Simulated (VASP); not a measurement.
# Dy (Im-3m) in VASP: single point with PBE

Aim: the single point of Dy with PBE.

Everything below comes from runs of VASP 6.6.1. Logs are shortened: lines on timing, memory, paths and dates and some standing lists are left out, and cuts for length are marked.

## (1) The cell of the first run

It takes space group Im-3m (No. 229, cubic). The conventional cell has a = 3.980 Å, b = 3.980 Å, c = 3.980 Å, α = 90.00°, β = 90.00°, γ = 90.00°. Dy (site symmetry m-3m) has 14 Dy at 3.45 to 3.98 Å within 4.5 Å.

## (2) Single point, PBE, collinear spin, ferromagnetic start

The input, INCAR:

```
PREC = Accurate ; ENCUT = 520
EDIFF = 1E-6 ; ISMEAR = 0
SIGMA = 0.05 ; LREAL = F
LASPH = T ; NELM = 150
ALGO = Normal ; ISIF = 2
LWAVE = F ; LCHARG = F
ISPIN = 2 ; MAGMOM = 5
LORBIT = 11 ; LMAXMIX = 6
GGA = PE ; NBANDS = 20
```

The input, KPOINTS:

```
Automatic mesh
0
Gamma
  8 8 8
```

The input, POSCAR:

```
Dy
1.0
   -1.9898369857      1.9898369857      1.9898369857
    1.9898369857     -1.9898369857      1.9898369857
    1.9898369857      1.9898369857     -1.9898369857
Dy
1
Direct
    0.0000000000      0.0000000000      0.0000000000
```

Potentials or basis: VASP PAW PBE potentials, release 64 (Dy).

Started as:

```console
$ cat potpaw_PBE.64/Dy/POTCAR > POTCAR
$ mpirun -np 1 vasp_std > vasp.out
```

OUTCAR:

```text
PREC = Accurate
   ENCUT = 520
   EDIFF = 1E-6
   ISMEAR = 0
   LREAL = F
   LASPH = T
   NELM = 150
   ISIF = 2
   ISPIN = 2
   LORBIT = 11
   GGA = PE

 ion  position               nearest neighbor table
   1  0.000  0.000  0.000-

  LATTYP: Found a body centered cubic cell.
 ALAT       =     3.9796739714

  Lattice vectors:

 A1 = (  -1.9898369857,   1.9898369857,   1.9898369857)
 A2 = (   1.9898369857,  -1.9898369857,   1.9898369857)
 A3 = (   1.9898369857,   1.9898369857,  -1.9898369857)

Analysis of symmetry for initial positions (statically):
=====================================================================
 Subroutine PRICEL returns:
 Original cell was already a primitive cell.

 Routine SETGRP: Setting up the symmetry group for a
 body centered cubic supercell.

 Subroutine GETGRP returns: Found 48 space group operations
 (whereof 48 operations were pure point group operations)
 out of a pool of 48 trial point group operations.

The static configuration has the point symmetry O_h .

Analysis of symmetry for dynamics (positions and initial velocities):
=====================================================================
 Subroutine PRICEL returns:
 Original cell was already a primitive cell.

 Routine SETGRP: Setting up the symmetry group for a
 body centered cubic supercell.

 Subroutine GETGRP returns: Found 48 space group operations
 (whereof 48 operations were pure point group operations)
 out of a pool of 48 trial point group operations.

The dynamic configuration has the point symmetry O_h .

Analysis of structural, dynamic, and magnetic symmetry:
=====================================================================
 Subroutine PRICEL returns:
 Original cell was already a primitive cell.

 Routine SETGRP: Setting up the symmetry group for a
 body centered cubic supercell.

 Subroutine GETGRP returns: Found 48 space group operations
 (whereof 48 operations were pure point group operations)
 out of a pool of 48 trial point group operations.

The overall configuration has the point symmetry O_h .

 Subroutine INISYM returns: Found 48 space group operations
 (whereof 48 operations are pure point group operations),
 and found     1 'primitive' translations

----------------------------------------------------------------------------------------

                                     Primitive cell

  volume of cell :      31.5146

  direct lattice vectors                    reciprocal lattice vectors
    -1.989836986  1.989836986  1.989836986     0.000000000  0.251276865  0.251276865
     1.989836986 -1.989836986  1.989836986     0.251276865  0.000000000  0.251276865
     1.989836986  1.989836986 -1.989836986     0.251276865  0.251276865  0.000000000

  length of vectors
     3.446498758  3.446498758  3.446498758     0.355359151  0.355359151  0.355359151

  position of ions in fractional coordinates (direct lattice)
     0.000000000  0.000000000  0.000000000

  ion indices of the primitive-cell ions
   primitive index   ion index
                 1           1

----------------------------------------------------------------------------------------

 KPOINTS: Automatic mesh

Automatic generation of k-mesh.
 Grid dimensions read from file:
 generate k-points for:    8    8    8

 Generating k-lattice:

  Cartesian coordinates                     Fractional coordinates (reciprocal lattice)
     0.000000000  0.031409608  0.031409608     0.125000000  0.000000000  0.000000000
     0.031409608  0.000000000  0.031409608     0.000000000  0.125000000  0.000000000
     0.031409608  0.031409608  0.000000000     0.000000000  0.000000000  0.125000000

  Length of vectors
     0.044419894  0.044419894  0.044419894

  Shift w.r.t. Gamma in fractional coordinates (k-lattice)
     0.000000000  0.000000000  0.000000000

 Subroutine IBZKPT returns following result:
 ===========================================

 Found     29 irreducible k-points:

 Following reciprocal coordinates:
            Coordinates               Weight
  0.000000  0.000000  0.000000      1.000000
  0.125000  0.000000  0.000000     12.000000
  0.250000  0.000000  0.000000     12.000000
  0.375000  0.000000  0.000000     12.000000
  0.500000  0.000000  0.000000      6.000000
  0.125000  0.125000  0.000000     24.000000
[... 16 lines left out ...]
 -0.250000  0.250000  0.250000      6.000000
 -0.375000  0.375000  0.250000     24.000000
 [... further k-points ...]
   k-points           NKPTS =     29   k-points in BZ     NKDIM =     29   number of bands    NBANDS=     20
   number of dos      NEDOS =    301   number of ions     NIONS =      1
   total plane-waves  NPLWV =  21952
   dimension x,y,z NGX =    28 NGY =   28 NGZ =   28
   dimension x,y,z NGXF=    56 NGYF=   56 NGZF=   56
   ions per type =               1
   NGX,Y,Z   is equivalent  to a cutoff of  13.51, 13.51, 13.51 a.u.
   NGXF,Y,Z  is equivalent  to a cutoff of  27.01, 27.01, 27.01 a.u.
 SYSTEM =  unknown system
   PREC   = accura    normal or accurate (medium, high low for compatibility)
   ISTART =      0    job   : 0-new  1-cont  2-samecut
   ICHARG =      2    charge: 1-file 2-atom 10-const
   ISPIN  =      2    spin polarized calculation?
   LNONCOLLINEAR =      F non collinear calculations
   LSORBIT =      F    spin-orbit coupling
   LASPH  =      T    aspherical Exc in radial PAW
   ENCUT  =  520.0 eV  38.22 Ry    6.18 a.u.   6.41  6.41  6.41*2*pi/ulx,y,z
   NELM   =    150;   NELMIN=  2; NELMDL= -5     # of ELM steps
   EDIFF  = 0.1E-05   stopping-criterion for ELM
   LREAL  =      F    real-space projection
   EDIFFG = 0.1E-04   stopping-criterion for IOM
   NSW    =      0    number of steps for IOM
   IBRION =     -1    ionic relax: 0-MD 1-quasi-New 2-CG
   NFREE  =      0    steps in history (QN), initial steepest desc. (CG)
   ISIF   =      2    stress and relaxation
   ISYM   =      2    0-nonsym 1-usesym 2-fastsym
   POTIM  = 0.5000    time-step for ionic-motion
   TEBEG  =    0.0;   TEEND  =   0.0 temperature during run
   PSTRESS=    0.0 pullay stress
   NELECT =      20.0000    total number of electrons
   NUPDOWN=      -1.0000    fix difference up-down
   EMIN   =  10.00;   EMAX   =-10.00  energy-range for DOS
   EFERMI =   0.00;   METHOD = LEGACY
   ISMEAR =     0;   SIGMA  =   0.05  broadening in eV -4-tet -1-fermi 0-gaus
   EFERMI_NEDOS =   21; number of points for ismear=-14 and -15
   IALGO  =     38    algorithm
   IMIX   =      4    mixing-type and parameters
     AMIX     =   0.40;   BMIX     =  1.00
     AMIX_MAG =   1.60;   BMIX_MAG =  1.00
  volume/ion in A,a.u.               =      31.51       212.67
  Fermi-wavevector in a.u.,A,eV,Ry     =   1.406849  2.658558 26.928960  1.979223
  Thomas-Fermi vector in A             =   2.529167
   LORBIT       =     11    0 simple, 1 ext, 2 COOP (PROOUT), +10 PAW based schemes
   GGA     = PE    functional components
   LHFCALC =     F    Hartree Fock is set to
   AEXX    =    0.0000 exact exchange contribution
   IVDW    =     0    specifies the selected vdW correction
   LEPSILON=     F    determine dielectric tensor
   LRPA    =     F    only Hartree local field effects (RPA)
 spin polarized calculation
 Gauss-broadening in eV      SIGMA  =   0.05
  energy-cutoff  :      520.00
  volume of cell :       31.51
 maximum number of plane-waves:       887
 NGX is ok and might be reduce to    28
   NGX = 13   NGY = 13   NGZ = 13

 number of electron      20.0000010 magnetization       4.3920421

 Free energy of the ion-electron system (eV)
  ---------------------------------------------------
  ext. energy  EPLUGINS =         0.00000000
  ---------------------------------------------------
  free energy    TOTEN  =        -7.91111677 eV

  energy without entropy =       -7.90386362  energy(sigma->0) =       -7.90749019

 E-fermi :   2.9369     XC(G=0): -10.1369

 val. band max:        2.9356804269   @ k =  -0.3750   0.3750   0.3750
 cond. band min:       2.9409408279   @ k =  -0.3750   0.5000   0.2500
 fundamental gap:      0.0052604010
 Fermi energy:         2.9368640259

 spin component 1

 k-point     1 :       0.0000    0.0000    0.0000
  band No.  band energies     occupation
      1     -44.0609      1.00000
      2     -19.5824      1.00000
      3     -19.5824      1.00000
      4     -19.5824      1.00000
      5      -2.1742      1.00000
      6      -0.3259      1.00000
[... 12 lines left out ...]
     19      14.0761      0.00000
     20      14.0761      0.00000

 k-point     2 :       0.1250    0.0000    0.0000
  band No.  band energies     occupation
      1     -44.0518      1.00000
      2     -19.6929      1.00000
      3     -19.6164      1.00000
      4     -19.5830      1.00000
      5      -1.7218      1.00000
      6      -0.3402      1.00000
[... 12 lines left out ...]
     19      14.8967      0.00000
     20      15.2473      0.00000

 k-point     3 :       0.2500    0.0000    0.0000
  band No.  band energies     occupation
      1     -44.0298      1.00000
      2     -19.9493      1.00000
      3     -19.6974      1.00000
      4     -19.5849      1.00000
      5      -0.5771      1.00000
      6      -0.3700      1.00000
[... 12 lines left out ...]
     19      15.2159      0.00000
     20      17.0232      0.00000

 k-point     4 :       0.3750    0.0000    0.0000
  band No.  band energies     occupation
      1     -44.0076      1.00000
      2     -20.1923      1.00000
      3     -19.7768      1.00000
      4     -19.5867      1.00000
      5      -0.4025      1.00000
      6      -0.3709      1.00000
[... 429 lines left out ...]
 k-point    23 :      -0.2500    0.2500    0.2500
  band No.  band energies     occupation
      1     -44.0026      1.00000
      2     -19.9633      1.00000
      3     -19.8221      1.00000
      4     -19.8221      1.00000
      5      -0.4115      1.00000
      6      -0.3691      1.00000
[... 12 lines left out ...]
     19      17.0967      0.00000
     20      17.0967      0.00000

 k-point    24 :      -0.3750    0.3750    0.2500
  band No.  band energies     occupation
      1     -43.9833      1.00000
      2     -20.1088      1.00000
      3     -19.9080      1.00000
      4     -19.8437      1.00000
      5      -0.4224      1.00000
      6      -0.3938      1.00000
[... 12 lines left out ...]
     19      14.9263      0.00000
     20      15.5994      0.00000

 [... further k-points ...]

 spin component 2

 k-point     1 :       0.0000    0.0000    0.0000
  band No.  band energies     occupation
      1     -42.0694      1.00000
      2     -18.1449      1.00000
      3     -18.1448      1.00000
      4     -18.1448      1.00000
      5      -2.1217      1.00000
      6       2.6784      1.00000
[... 12 lines left out ...]
     19      14.0258      0.00000
     20      14.0258      0.00000

 k-point     2 :       0.1250    0.0000    0.0000
  band No.  band energies     occupation
      1     -42.0586      1.00000
      2     -18.2758      1.00000
      3     -18.1840      1.00000
      4     -18.1457      1.00000
      5      -1.6518      1.00000
      6       2.6663      1.00000
[... 12 lines left out ...]
     19      14.8687      0.00000
     20      15.3502      0.00000

 k-point     3 :       0.2500    0.0000    0.0000
  band No.  band energies     occupation
      1     -42.0324      1.00000
      2     -18.5766      1.00000
      3     -18.2771      1.00000
      4     -18.1481      1.00000
      5      -0.4735      1.00000
      6       2.6452      1.00000
[... 12 lines left out ...]
     19      15.6719      0.00000
     20      17.0437      0.00000

 k-point     4 :       0.3750    0.0000    0.0000
  band No.  band energies     occupation
      1     -42.0061      1.00000
      2     -18.8588      1.00000
      3     -18.3680      1.00000
      4     -18.1506      1.00000
      5       0.6245      1.00000
      6       2.7265      1.00000
[... 429 lines left out ...]
 k-point    23 :      -0.2500    0.2500    0.2500
  band No.  band energies     occupation
      1     -42.0003      1.00000
      2     -18.5944      1.00000
      3     -18.4213      1.00000
      4     -18.4213      1.00000
      5       0.8940      1.00000
      6       2.4634      1.00000
[... 12 lines left out ...]
     19      17.5591      0.00000
     20      17.5591      0.00000

 k-point    24 :      -0.3750    0.3750    0.2500
  band No.  band energies     occupation
      1     -41.9774      1.00000
      2     -18.7590      1.00000
      3     -18.5203      1.00000
      4     -18.4478      1.00000
      5       1.7812      1.00000
      6       2.3085      1.00000
[... 12 lines left out ...]
     19      15.4011      0.00000
     20      16.0123      0.00000

 [... further k-points ...]

------------------------ aborting loop because EDIFF is reached ----------------------------------------

  FORCE on cell =-STRESS in cart. coord.  units (eV):
  Direction    XX          YY          ZZ          XY          YZ          ZX
  --------------------------------------------------------------------------------------
  -------------------------------------------------------------------------------------
  Total        0.4177041      0.4177041      0.4177041      0.0000000      0.0000000     -0.0000000
  in kB       21.2357140     21.2357140     21.2357140      0.0000000      0.0000000     -0.0000000
  external PRESSURE =      21.2357140 kB  Pullay stress =       0.0000000 kB

 VOLUME and BASIS-vectors are now :
 -----------------------------------------------------------------------------
  energy-cutoff  :      520.00
  volume of cell :       31.51
      direct lattice vectors                 reciprocal lattice vectors
    -1.989836986  1.989836986  1.989836986     0.000000000  0.251276865  0.251276865
     1.989836986 -1.989836986  1.989836986     0.251276865  0.000000000  0.251276865
     1.989836986  1.989836986 -1.989836986     0.251276865  0.251276865  0.000000000

 POSITION                                       TOTAL-FORCE (eV/Angst)
 -----------------------------------------------------------------------------------
      0.00000      0.00000      0.00000        -0.000000     -0.000000     -0.000000
 -----------------------------------------------------------------------------------
    total drift:                                0.000000     -0.000000      0.000000

  FREE ENERGIE OF THE ION-ELECTRON SYSTEM (eV)
  ---------------------------------------------------
  free  energy   TOTEN  =        -7.9111167674 eV

  energy  without entropy=       -7.9038636193  energy(sigma->0) =       -7.90749019

 total charge

# of ion       s       p       d       f       tot
--------------------------------------------------
    1        2.165   5.816   0.481   9.342  17.804

 magnetization (x)

# of ion       s       p       d       f       tot
--------------------------------------------------
    1        0.007  -0.069  -0.014   4.484   4.408
```

Wall time 1.8 min (1 thread of AMD EPYC 7R13 (Zen 3), shared host); peak memory 0.17 GiB.

What came out:

* Free energy: -7.9111 eV
* Pressure: 2.1 GPa
* Net moment: 4.39 μB per cell
* Site moments: Dy +4.41 μB
* Valence electrons inside the program's atomic spheres: Dy 17.80

Levels at points of the mesh, in eV from the Fermi level:
Spin up:
```
           k point  band 8  band 9  band 10  band 11  band 12  band 13  band 14  band 15  band 16  band 17
(0.00, 0.00, 0.00)   -3.26   -3.12    -2.64    -2.64    -2.64     2.09     2.09     2.09     4.19     4.19
(0.50, 0.00, 0.00)   -3.19   -2.58    -2.51    -2.51    -2.13     0.36     1.30     4.14     4.99     7.22
(0.50, 0.50, 0.50)   -3.32   -2.46    -2.46    -2.46    -1.56    -1.56     6.35     6.35     6.35     6.50
```
Spin down:
```csv
k point,band 5,band 6,band 7,band 8,band 9,band 10,band 11,band 12
"(0.00, 0.00, 0.00)",-5.06,-0.26,-0.26,-0.26,0.95,0.95,0.95,1.44
"(0.50, 0.00, 0.00)",-2.02,-0.18,-0.12,-0.04,0.58,0.78,0.85,0.90
"(0.50, 0.50, 0.50)",-1.43,-1.43,0.03,0.03,0.03,0.76,0.76,0.76
```

Caveat: the magnetic or orbital state may not be the lowest; spin-orbit coupling is left out, which moves the levels of the heavy elements.
